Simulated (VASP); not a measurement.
CdSe, 2 atoms in the cell. Symmetry: F-43m, No. 216, cubic system. The conventional cell has a = 6.120 Å, b = 6.120 Å, c = 6.120 Å, α = 90.00°, β = 90.00°, γ = 90.00°. Cd (site symmetry -43m) has 4 Se at 2.65 Å within 3.5 Å. Within 3.5 Å of Se (site symmetry -43m) lie 4 Cd at 2.65 Å.  This cell differs from its parent crystal: volume scaled by 0.99.

- Program: VASP 6.6.1
- Task: electric field gradients
- Functional: PBE
- Potentials or basis: VASP PAW PBE potentials, release 64 (Cd, Se)
- Cutoff: 520 eV
- k mesh: 8 × 8 × 8
- Occupations: fermi-dirac, width 0.03 eV
- Spin: no spin polarisation
- Dipole correction: no
- Further INCAR settings: ALGO = Normal; EDIFF = 1e-08; NBANDS = 16

Potentials or basis: VASP PAW PBE potentials, release 64 (Cd, Se).

Command:

```bash
$ cat potpaw_PBE.64/Cd/POTCAR potpaw_PBE.64/Se/POTCAR > POTCAR
$ mpirun -np 1 vasp_std > vasp.out
```

Hardware: 1 thread of AMD EPYC 9R45 96-Core Processor (Zen 5) (shared host).

Question: Estimate the wall time of this run.

Answer: Run time: 20 s on 1 thread of AMD EPYC 9R45 96-Core Processor (Zen 5), with other jobs on the host, peak memory 0.16 GiB. Counts: scf iterations 17, k points 29.
